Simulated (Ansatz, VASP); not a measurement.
# Fe in VASP and in Ansatz

```
Fe
1.0
    -1.43152    1.43152    1.43152
     1.43152   -1.43152    1.43152
     1.43152    1.43152   -1.43152
Fe
1
Cartesian
  0.0000 0.0000 0.0000
```

Alike in both runs: task single point; functional LDA; k mesh 8 × 8 × 8; occupations methfessel-paxton of order 1, width 0.24 eV; collinear spin.

```csv
,VASP,Ansatz
version,VASP 6.6.1,Ansatz 0.2.0
potentials or method,"VASP PAW LDA potentials, release 64 (Fe), cutoff 600 eV","scalar-relativistic, plane waves, PAW"
valence electrons in the cell,8,16
```

VASP gave:

- gap on the k mesh at the Fermi level (eV): none
- pressure (GPa): -24.1
- net moment per atom (μB): 2.10
- size of the moment on the site where the two differ most (μB): 2.09

**Question.** Which values does Ansatz return?

**Answer.** gap on the k mesh at the Fermi level (eV): none; pressure (GPa): -21.2; net moment per atom (μB): 2.25; size of the moment on the site where the two differ most (μB): 2.27.

The net moments are unlike, so the other rows may belong to different states. LDA's correlation is that of Perdew and Zunger in VASP and of Perdew and Wang (1992) in Ansatz. Site moments also hang on the region over which each program counts them. A gap of «none» marks a metal or a gap that the smearing closes. VASP's potentials hold 8 valence electrons a cell and Ansatz's 16, so a difference there can come from the potentials and not from the codes. Ansatz's warnings: force scf threshold loose, published levels not confirmed, stability check not made, stress scf threshold loose.

The k mesh is coarse, so the values compare programs but aren't converged.
